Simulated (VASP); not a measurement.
Write the native input for VASP 6.6.1 that does the following.

```yaml
Task: relaxation of cell and atoms
Functional: PBE
Dispersion: D4
Potentials_or_basis: VASP PAW PBE potentials, release 64 (B, N)
Cutoff: 600 eV
k_mesh: 9 × 9 × 9
Occupations: methfessel-paxton, width 0.02 eV
Spin: no spin polarisation
Dipole_correction: no
Further_INCAR_settings: ALGO = Normal; EDIFF = 1e-07; IBRION = 2; EDIFFG = -0.05; NSW = 80; ISIF = 3
```

The structure of BN (Qingsongite) lies in POSCAR:

```
BN
1.0
    2.5561910000      0.0000000000      0.0000000000
    1.2780955000      2.2137263429      0.0000000000
    1.2780955000      0.7379087810      2.0871212117
B N
1 1
Direct
    0.0000000000      0.0000000000      0.0000000000
    0.2500000000      0.2500000000      0.2500000000
```

These files were run (other wordings do the same):

INCAR

```
PREC = Accurate ; ENCUT = 600
EDIFF = 1E-7 ; ISMEAR = 1
SIGMA = 0.02 ; LREAL = False
LASPH = True ; NELM = 80
ALGO = Normal ; ISIF = 3
LWAVE = False ; LCHARG = False
GGA = PE ; IVDW = 13
IBRION = 2 ; NSW = 80
EDIFFG = -0.05
```

KPOINTS

```
regular mesh
0
Gamma
  9 9 9
```

Potentials or basis: VASP PAW PBE potentials, release 64 (B, N).

Run with:

```console
$ cat potpaw_PBE.64/B/POTCAR potpaw_PBE.64/N/POTCAR > POTCAR
$ mpirun -np 1 vasp_std > vasp.out
```

It gave:

- Relaxed volume: 5.86 Å³/atom
- Relaxed cell: a = 2.550 Å, b = 2.550 Å, c = 2.550 Å, α = 60.00°, β = 60.00°, γ = 60.00°
- Space group after relaxing (to 0.05 Å): F-43m (No. 216)
- Energy gained by relaxing: 0.3 meV/atom
- Ionic steps: 3
- Pressure after relaxing: 0.0 GPa
- Band gap on the k mesh: 4.62 eV, indirect (least direct gap 8.85 eV)
- Dispersion energy per atom: -0.240 eV

It took 16 s on 1 thread of Intel(R) Xeon(R) Platinum 8259CL CPU @ 2.50GHz (Skylake/Cascade Lake), on a shared host, peak memory 0.12 GiB.
